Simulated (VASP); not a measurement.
# AlRu (P-6m2) in VASP: a series of runs

The runs below take AlRu through single point, relaxation of cell and atoms, with PBE.

All numbers are computed with VASP 6.6.1; they aren't measurements. Logs are shortened: lines on timing, memory, paths and dates and some standing lists are left out, and cuts for length are marked.

### 1 The cell of the first run

Symmetry: P-6m2, No. 187, hexagonal system. The conventional cell has a = 2.899 Å, b = 2.899 Å, c = 3.888 Å, α = 90.00°, β = 90.00°, γ = 120.00°. Al (site symmetry -6m2) has 6 Ru at 2.57 Å and 6 Al at 2.90 Å within 3.4 Å. Within 3.4 Å of Ru (site symmetry -6m2) lie 6 Al at 2.57 Å and 6 Ru at 2.90 Å.

The cell was built from a structure type or drawn by symmetry, and may not be a known phase.

### 2 Single point, PBE, collinear spin, ferromagnetic start

File INCAR:

```
  PREC = Accurate
  ENCUT = 520
  EDIFF = 1E-6
  ISMEAR = 0
  SIGMA = 0.1
  LREAL = F
  LASPH = T
  NELM = 150
  ALGO = Normal
  ISIF = 2
  LWAVE = F
  LCHARG = F
  ISPIN = 2
  MAGMOM = 0 1
  LORBIT = 11
  LMAXMIX = 4
  GGA = PE
  NBANDS = 20
```

File KPOINTS:

```
Automatic mesh
0
Gamma
  6 6 4
```

File POSCAR:

```
AlRu
1.0
    2.8989879063      0.0000000000      0.0000000000
   -1.4494939531      2.5105971721      0.0000000000
    0.0000000000      0.0000000000      3.8875910292
Al Ru
1 1
Direct
    0.0000000000      0.0000000000      0.0000000000
    0.6666666667      0.3333333333      0.5000000000
```

Potentials or basis: VASP PAW PBE potentials, release 64 (Al, Ru_pv).

The run is started by

```
$ cat potpaw_PBE.64/Al/POTCAR potpaw_PBE.64/Ru_pv/POTCAR > POTCAR
$ mpirun -np 1 vasp_std > vasp.out
```

OUTCAR:

```text
PREC = Accurate
   ENCUT = 520
   EDIFF = 1E-6
   ISMEAR = 0
   LREAL = F
   LASPH = T
   NELM = 150
   ISIF = 2
   ISPIN = 2
   LORBIT = 11
   GGA = PE

 ion  position               nearest neighbor table
   1  0.000  0.000  0.000-   2 2.57   2 2.57   2 2.57   2 2.57   2 2.57   2 2.57
   2  0.667  0.333  0.500-   1 2.57   1 2.57   1 2.57   1 2.57   1 2.57   1 2.57

  LATTYP: Found a hexagonal cell.
 ALAT       =     2.8989879063
 C/A-ratio  =     1.3410166427

  Lattice vectors:

 A1 = (   2.8989879063,   0.0000000000,   0.0000000000)
 A2 = (  -1.4494939531,   2.5105971721,   0.0000000000)
 A3 = (   0.0000000000,   0.0000000000,   3.8875910292)

Analysis of symmetry for initial positions (statically):
=====================================================================
 Subroutine PRICEL returns:
 Original cell was already a primitive cell.

 Routine SETGRP: Setting up the symmetry group for a
 hexagonal supercell.

 Subroutine GETGRP returns: Found 12 space group operations
 (whereof 12 operations were pure point group operations)
 out of a pool of 24 trial point group operations.

The static configuration has the point symmetry D_3h.

Analysis of symmetry for dynamics (positions and initial velocities):
=====================================================================
 Subroutine PRICEL returns:
 Original cell was already a primitive cell.

 Routine SETGRP: Setting up the symmetry group for a
 hexagonal supercell.

 Subroutine GETGRP returns: Found 12 space group operations
 (whereof 12 operations were pure point group operations)
 out of a pool of 24 trial point group operations.

The dynamic configuration has the point symmetry D_3h.

Analysis of structural, dynamic, and magnetic symmetry:
=====================================================================
 Subroutine PRICEL returns:
 Original cell was already a primitive cell.

 Routine SETGRP: Setting up the symmetry group for a
 hexagonal supercell.

 Subroutine GETGRP returns: Found 12 space group operations
 (whereof 12 operations were pure point group operations)
 out of a pool of 24 trial point group operations.

The overall configuration has the point symmetry D_3h.

 Subroutine INISYM returns: Found 12 space group operations
 (whereof 12 operations are pure point group operations),
 and found     1 'primitive' translations

----------------------------------------------------------------------------------------

                                     Primitive cell

  volume of cell :      28.2946

  direct lattice vectors                    reciprocal lattice vectors
     2.898987906  0.000000000  0.000000000     0.344947972  0.199155805  0.000000000
    -1.449493953  2.510597172  0.000000000     0.000000000  0.398311609  0.000000000
     0.000000000  0.000000000  3.887591029     0.000000000  0.000000000  0.257228703

  length of vectors
     2.898987906  2.898987906  3.887591029     0.398311609  0.398311609  0.257228703

  position of ions in fractional coordinates (direct lattice)
     0.000000000  0.000000000  0.000000000
     0.666666667  0.333333333  0.500000000

  ion indices of the primitive-cell ions
   primitive index   ion index
                 1           1
                 2           2

----------------------------------------------------------------------------------------

 KPOINTS: Automatic mesh

Automatic generation of k-mesh.
 Grid dimensions read from file:
 generate k-points for:    6    6    4

 Generating k-lattice:

  Cartesian coordinates                     Fractional coordinates (reciprocal lattice)
     0.057491329  0.033192634  0.000000000     0.166666667 -0.000000000  0.000000000
     0.000000000  0.066385268  0.000000000     0.000000000  0.166666667  0.000000000
     0.000000000  0.000000000  0.064307176     0.000000000  0.000000000  0.250000000

  Length of vectors
     0.066385268  0.066385268  0.064307176

  Shift w.r.t. Gamma in fractional coordinates (k-lattice)
     0.000000000  0.000000000  0.000000000

 Subroutine IBZKPT returns following result:
 ===========================================

 Found     21 irreducible k-points:

 Following reciprocal coordinates:
            Coordinates               Weight
  0.000000  0.000000  0.000000      1.000000
  0.166667  0.000000  0.000000      6.000000
  0.333333  0.000000  0.000000      6.000000
  0.500000  0.000000  0.000000      3.000000
  0.166667  0.166667  0.000000      6.000000
  0.333333  0.166667  0.000000     12.000000
[... 13 lines left out ...]
  0.333333  0.166667  0.500000     12.000000
  0.333333  0.333333  0.500000      2.000000
   k-points           NKPTS =     21   k-points in BZ     NKDIM =     21   number of bands    NBANDS=     20
   number of dos      NEDOS =    301   number of ions     NIONS =      2
   total plane-waves  NPLWV =  17280
   dimension x,y,z NGX =    24 NGY =   24 NGZ =   30
   dimension x,y,z NGXF=    48 NGYF=   48 NGZF=   60
   ions per type =               1   1
   NGX,Y,Z   is equivalent  to a cutoff of  13.76, 13.76, 12.83 a.u.
   NGXF,Y,Z  is equivalent  to a cutoff of  27.53, 27.53, 25.66 a.u.
 SYSTEM =  unknown system
   PREC   = accura    normal or accurate (medium, high low for compatibility)
   ISTART =      0    job   : 0-new  1-cont  2-samecut
   ICHARG =      2    charge: 1-file 2-atom 10-const
   ISPIN  =      2    spin polarized calculation?
   LNONCOLLINEAR =      F non collinear calculations
   LSORBIT =      F    spin-orbit coupling
   LASPH  =      T    aspherical Exc in radial PAW
   ENCUT  =  520.0 eV  38.22 Ry    6.18 a.u.   5.39  5.39  7.23*2*pi/ulx,y,z
   NELM   =    150;   NELMIN=  2; NELMDL= -5     # of ELM steps
   EDIFF  = 0.1E-05   stopping-criterion for ELM
   LREAL  =      F    real-space projection
   EDIFFG = 0.1E-04   stopping-criterion for IOM
   NSW    =      0    number of steps for IOM
   IBRION =     -1    ionic relax: 0-MD 1-quasi-New 2-CG
   NFREE  =      0    steps in history (QN), initial steepest desc. (CG)
   ISIF   =      2    stress and relaxation
   ISYM   =      2    0-nonsym 1-usesym 2-fastsym
   POTIM  = 0.5000    time-step for ionic-motion
   TEBEG  =    0.0;   TEEND  =   0.0 temperature during run
   PSTRESS=    0.0 pullay stress
   NELECT =      17.0000    total number of electrons
   NUPDOWN=      -1.0000    fix difference up-down
   EMIN   =  10.00;   EMAX   =-10.00  energy-range for DOS
   EFERMI =   0.00;   METHOD = LEGACY
   ISMEAR =     0;   SIGMA  =   0.10  broadening in eV -4-tet -1-fermi 0-gaus
   EFERMI_NEDOS =   21; number of points for ismear=-14 and -15
   IALGO  =     38    algorithm
   IMIX   =      4    mixing-type and parameters
     AMIX     =   0.40;   BMIX     =  1.00
     AMIX_MAG =   1.60;   BMIX_MAG =  1.00
  volume/ion in A,a.u.               =      14.15        95.47
  Fermi-wavevector in a.u.,A,eV,Ry     =   1.381412  2.610490 25.963975  1.908298
  Thomas-Fermi vector in A             =   2.506198
   LORBIT       =     11    0 simple, 1 ext, 2 COOP (PROOUT), +10 PAW based schemes
   GGA     = PE    functional components
   LHFCALC =     F    Hartree Fock is set to
   AEXX    =    0.0000 exact exchange contribution
   IVDW    =     0    specifies the selected vdW correction
   LEPSILON=     F    determine dielectric tensor
   LRPA    =     F    only Hartree local field effects (RPA)
 spin polarized calculation
 Gauss-broadening in eV      SIGMA  =   0.10
  energy-cutoff  :      520.00
  volume of cell :       28.29
 maximum number of plane-waves:       806
 NGX is ok and might be reduce to    24
   NGX = 11   NGY = 11   NGZ = 15

 number of electron      17.0000002 magnetization      -0.0043253

 number of electron      17.0000002 magnetization       0.0002210

 Free energy of the ion-electron system (eV)
  ---------------------------------------------------
  ext. energy  EPLUGINS =         0.00000000
  ---------------------------------------------------
  free energy    TOTEN  =       -13.96197134 eV

  energy without entropy =      -13.95613545  energy(sigma->0) =      -13.95905340

 E-fermi :  10.2636     XC(G=0): -12.2670

 val. band max:       10.1859248297   @ k =   0.0000   0.0000   0.0000
 cond. band min:      10.3020868153   @ k =   0.1667   0.1667   0.2500
 fundamental gap:      0.1161619856
 Fermi energy:        10.2636275576

 spin component 1

 k-point     1 :       0.0000    0.0000    0.0000
  band No.  band energies     occupation
      1     -31.9147      1.00000
      2     -31.9147      1.00000
      3     -31.7783      1.00000
      4       0.4999      1.00000
      5       6.1378      1.00000
      6       8.4048      1.00000
[... 12 lines left out ...]
     19      27.6083      0.00000
     20      28.5671      0.00000
[... 438 lines left out ...]
 k-point    21 :       0.3333    0.3333    0.5000
  band No.  band energies     occupation
      1     -32.1853      1.00000
      2     -32.1788      1.00000
      3     -31.7247      1.00000
      4       5.9293      1.00000
      5       6.0630      1.00000
      6       7.2693      1.00000
[... 12 lines left out ...]
     19      29.2818      0.00000
     20      29.3674      0.00000
 Fermi energy:        10.2636275576

 spin component 2

 k-point     1 :       0.0000    0.0000    0.0000
  band No.  band energies     occupation
      1     -31.9146      1.00000
      2     -31.9146      1.00000
      3     -31.7784      1.00000
      4       0.5000      1.00000
      5       6.1379      1.00000
      6       8.4050      1.00000
[... 12 lines left out ...]
     19      27.6083      0.00000
     20      28.5673      0.00000
[... 438 lines left out ...]
 k-point    21 :       0.3333    0.3333    0.5000
  band No.  band energies     occupation
      1     -32.1852      1.00000
      2     -32.1787      1.00000
      3     -31.7248      1.00000
      4       5.9293      1.00000
      5       6.0631      1.00000
      6       7.2694      1.00000
[... 12 lines left out ...]
     19      29.2819      0.00000
     20      29.3675      0.00000

------------------------ aborting loop because EDIFF is reached ----------------------------------------

  FORCE on cell =-STRESS in cart. coord.  units (eV):
  Direction    XX          YY          ZZ          XY          YZ          ZX
  --------------------------------------------------------------------------------------
  -------------------------------------------------------------------------------------
  Total       -0.3224529     -0.3224529      0.3018800     -0.0000000      0.0000000      0.0000000
  in kB      -18.2588277    -18.2588277     17.0938885     -0.0000000      0.0000000      0.0000000
  external PRESSURE =      -6.4745890 kB  Pullay stress =       0.0000000 kB

 VOLUME and BASIS-vectors are now :
 -----------------------------------------------------------------------------
  energy-cutoff  :      520.00
  volume of cell :       28.29
      direct lattice vectors                 reciprocal lattice vectors
     2.898987906  0.000000000  0.000000000     0.344947972  0.199155805  0.000000000
    -1.449493953  2.510597172  0.000000000     0.000000000  0.398311609  0.000000000
     0.000000000  0.000000000  3.887591029     0.000000000  0.000000000  0.257228703

 POSITION                                       TOTAL-FORCE (eV/Angst)
 -----------------------------------------------------------------------------------
      0.00000      0.00000      0.00000         0.000000      0.000000      0.000000
      1.44949      0.83687      1.94380        -0.000000      0.000000      0.000000
 -----------------------------------------------------------------------------------
    total drift:                               -0.000000      0.000000      0.000000

  FREE ENERGIE OF THE ION-ELECTRON SYSTEM (eV)
  ---------------------------------------------------
  free  energy   TOTEN  =       -13.9619713438 eV

  energy  without entropy=      -13.9561354507  energy(sigma->0) =      -13.95905340

 total charge

# of ion       s       p       d       tot
------------------------------------------
    1        0.416   0.402   0.000   0.818
    2        0.349   6.241   6.124  12.713
--------------------------------------------------
tot          0.765   6.642   6.124  13.531

 magnetization (x)

# of ion       s       p       d       tot
------------------------------------------
    1       -0.000  -0.000   0.000  -0.000
    2       -0.000   0.000   0.000   0.000
--------------------------------------------------
tot         -0.000   0.000   0.000   0.000
```

It took 12 s on 1 thread of AMD EPYC 9R45 (Zen 5), shared host; peak memory 0.14 GiB.

What came out:

* Free energy: -13.9620 eV
* Pressure: -0.6 GPa
* Net moment: 0.00 μB per cell
* Valence electrons inside the program's atomic spheres: Al 0.82; Ru 12.71

Levels at points of the mesh, in eV from the Fermi level:
Spin up:
```csv
k point,band 6,band 7,band 8,band 9,band 10,band 11,band 12,band 13
"(0.00, 0.00, 0.00)",-1.86,-1.86,-0.08,-0.08,0.10,6.56,11.59,11.87
"(0.50, 0.00, 0.00)",-3.70,-3.24,-0.80,1.19,3.34,5.89,6.86,6.98
"(0.00, 0.00, 0.50)",-1.81,-1.81,-1.81,-0.37,-0.37,10.10,11.59,12.19
"(0.50, 0.00, 0.50)",-2.24,-1.26,-0.77,0.22,1.20,4.05,5.82,8.81
```
Spin down:
| k point | band 6 | band 7 | band 8 | band 9 | band 10 | band 11 | band 12 | band 13 |
| --- | --- | --- | --- | --- | --- | --- | --- | --- |
| (0.00, 0.00, 0.00) | -1.86 | -1.86 | -0.08 | -0.08 | 0.10 | 6.56 | 11.59 | 11.87 |
| (0.50, 0.00, 0.00) | -3.70 | -3.24 | -0.80 | 1.19 | 3.34 | 5.89 | 6.86 | 6.98 |
| (0.00, 0.00, 0.50) | -1.81 | -1.81 | -1.81 | -0.37 | -0.37 | 10.10 | 11.59 | 12.19 |
| (0.50, 0.00, 0.50) | -2.24 | -1.26 | -0.77 | 0.22 | 1.20 | 4.05 | 5.82 | 8.81 |

Caveat: the k points lie up to 0.42 Å⁻¹ apart; an empty level that is flat over the whole mesh can mark a ghost state of the potentials, or a narrow d or f band.

[end of part 1 of 2]
